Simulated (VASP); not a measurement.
A run of VASP 6.6.1 is set up as follows.

INCAR

```
SYSTEM = CuAu
PREC = Accurate
ENCUT = 820
EDIFF = 1E-7
ISMEAR = -1
SIGMA = 0.1
LREAL = .False.
LASPH = .True.
NELM = 120
ALGO = Normal
ISIF = 8
LWAVE = .False.
LCHARG = .False.
IBRION = 2
NSW = 60
EDIFFG = -0.02
GGA_COMPAT = .False.
NELMIN = 4
```

KPOINTS

```
regular mesh
0
Gamma
  8 8 6
  0 0 0
```

Contents of POSCAR:

```
CuAu
1.0
    2.8107490000      0.0000000000      0.0000000000
    0.0000000000      2.8107490000      0.0000000000
    0.0000000000      0.0000000000      3.6850000000
Cu Au
1 1
Direct
    0.5000000000      0.5000000000      0.5000000000
    0.0000000000      0.0000000000      0.0000000000
```

Potentials or basis: VASP PAW LDA potentials, release 64 (Cu_sv_GW, Au_sv_GW).

The run is started by

```console
$ cat potpaw_LDA.64/Cu_sv_GW/POTCAR potpaw_LDA.64/Au_sv_GW/POTCAR > POTCAR
$ mpirun -np 1 vasp_std > vasp.out
```

Question: Estimate the space group after relaxing (to 0.1 Å).

Answer: P4/mmm (No. 123).

Question: Estimate the relaxed cell.

Answer: a = 2.765 Å, b = 2.765 Å, c = 3.624 Å, α = 90.00°, β = 90.00°, γ = 90.00°.

Final structure:
```
CELL_PARAMETERS angstrom
2.76459 0.00000 0.00000
0.00000 2.76459 0.00000
0.00000 0.00000 3.62448
ATOMIC_POSITIONS crystal
Cu 0.50000 0.50000 0.50000
Au 0.00000 0.00000 0.00000
```

 Zero-point motion and thermal expansion aren't in these numbers.
